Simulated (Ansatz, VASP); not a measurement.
# AgO: VASP beside Ansatz

File INCAR:

```
PREC = Accurate
ENCUT = 520
EDIFF = 1E-6
ISMEAR = 0
SIGMA = 0.15
LREAL = F
LASPH = T
NELM = 60
ALGO = Normal
ISIF = 2
LWAVE = F
LCHARG = T
GGA = PS
LELF = T
LVHAR = T
NBANDS = 16
```

The input KPOINTS:

```
regular mesh
0
Gamma
  20 20 20
```

POSCAR

```
AgO
1.0
    0.0000000000      2.2890678503      2.4746679463
    2.2890678503      0.0000000000      2.4746679463
    2.2890678503      2.2890678503      0.0000000000
Ag O
1 1
Direct
    0.0000000000      0.0000000000      0.0000000000
    0.7500000000      0.7500000000      0.7500000000
```

Input for Ansatz:

```yaml
crystal:
  lattice:
    - [0.0, 2.2890678503, 2.4746679463]
    - [2.2890678503, 0.0, 2.4746679463]
    - [2.2890678503, 2.2890678503, 0.0]
  atoms:
    - { symbol: Ag, position: [0.0, 0.0, 0.0] }
    - { symbol: O, position: [0.75, 0.75, 0.75] }
basis:
  ecutwfc: 420
kpoints:
  mp_grid: { grid: [20, 20, 20] }
hamiltonian:
  xc: pbesol
scf:
  occupations: { method: gaussian, width: 0.15 }
output:
  forces: true
  stress: true
  eigenvalues: true
```

Change from the starting cell: strain -0.0750 x Voigt [1, 1, 0, 0, 0, 0], atoms carried along.

Alike in both runs: task single point; functional PBEsol; k mesh 20 × 20 × 20; occupations gaussian, width 0.15 eV; no spin polarisation.

```csv
,VASP,Ansatz
version,VASP 6.6.1,Ansatz 0.2.0
potentials or method,"VASP PAW PBE potentials, release 64 (Ag, O), cutoff 520 eV","scalar-relativistic, plane waves, PAW"
valence electrons in the cell,17,25
```

```csv
,VASP,Ansatz,Ansatz less VASP
gap on the k mesh at the Fermi level (eV),none,none,-
pressure (GPa),24.1,24.4,+0.30
"traceless stress, the component that is largest in VASP (GPa)",2.85,2.86,+0.012
```

VASP's potentials were made for PBE, not for PBEsol. A gap of «none» marks a metal or a gap that the smearing closes. VASP's potentials hold 17 valence electrons a cell and Ansatz's 25, so a difference there can come from the potentials and not from the codes.
